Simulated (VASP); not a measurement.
Crystal: Ga2SeS2.

```
Ga Se S
1.0
     5.04867    0.00000    0.00000
     0.00000    5.04867    0.00000
     0.00000    0.00000    5.18061
Ga Se S
2 1 2
Direct
  0.00000 0.00000 0.76411
  0.00000 0.00000 0.23589
  0.50000 0.50000 0.50000
  0.00000 0.50000 0.50000
  0.50000 0.00000 0.50000
```

The cell was built from a structure type or drawn by symmetry, and may not be a known phase.

| Property | Result |
| --- | --- |
| Program | VASP 6.6.1 |
| Task | relaxation of cell and atoms |
| Functional | PBE |
| Potentials or basis | VASP PAW PBE potentials, release 64 (Ga_d, Se, S) |
| Cutoff | 600 eV |
| k mesh | 4 × 4 × 4 |
| Occupations | gaussian, width 0.1 eV |
| Spin | no spin polarisation |

At the start: pressure -0.6 GPa; volume 26.41 Å³/atom.

Q: How do energy, volume and symmetry change on relaxing?

A: Over 7 steps the energy falls by 43.7 meV/atom and the volume is 25.73 Å³/atom (-2.6 %); space group P4/mmm (No. 123, to 0.1 Å) before and after.

Step by step:
```
step  energy change (eV)  largest force (eV/Å)  pressure (GPa)  volume (Å³)
   1              0.0000                1.9262           -0.60       132.05
   2             -0.1959                0.2215            0.16       130.16
   3             -0.1973                0.0619            0.28       129.98
   4             -0.2116                0.1220           -0.33       130.71
   5             -0.2119                0.1524           -0.41       130.81
   6             -0.2170                0.0795           -0.22       129.62
   7             -0.2184                0.0111           -0.05       128.63
```

Final structure:
```xyz
5
Lattice="5.0481 0.0000 0.0000 0.0000 5.0481 0.0000 0.0000 0.0000 5.0478" Properties=species:S:1:pos:R:3 pbc="T T T"
Ga    0.0000    5.0481    3.7575
Ga    0.0000    0.0000    1.2903
Se    2.5240    2.5240    2.5239
S     0.0000    2.5240    2.5239
S     2.5240    0.0000    2.5239
```
